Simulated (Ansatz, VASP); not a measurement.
**Two plane-wave programs on ZnSe**

```
Zn Se
1.0
     4.10770    0.00000    0.00000
     0.00000    4.10770    0.00000
     0.00000    0.00000    6.07035
Zn Se
2 2
Direct
  0.00000 0.00000 0.00000
  0.50000 0.50000 0.00000
  0.00000 0.50000 0.24628
  0.50000 0.00000 0.75372
```

Alike in both runs: task single point; functional r2SCAN; k mesh 8 × 8 × 6; no spin polarisation.

```csv
,VASP,Ansatz
version,VASP 6.6.1,Ansatz 0.2.0
potentials or method,"VASP PAW PBE potentials, release 64 (Zn, Se), cutoff 520 eV","plane waves, PAW"
occupations,"gaussian, width 0.01 eV",fixed
valence electrons in the cell,36,56
```

```tsv
	VASP	Ansatz	Ansatz less VASP
gap on the k mesh at the Fermi level (eV)	2.41	2.42	+0.010
```

VASP's potentials were made for PBE, not for r2SCAN. VASP's potentials hold 36 valence electrons a cell and Ansatz's 56, so a difference there can come from the potentials and not from the codes.
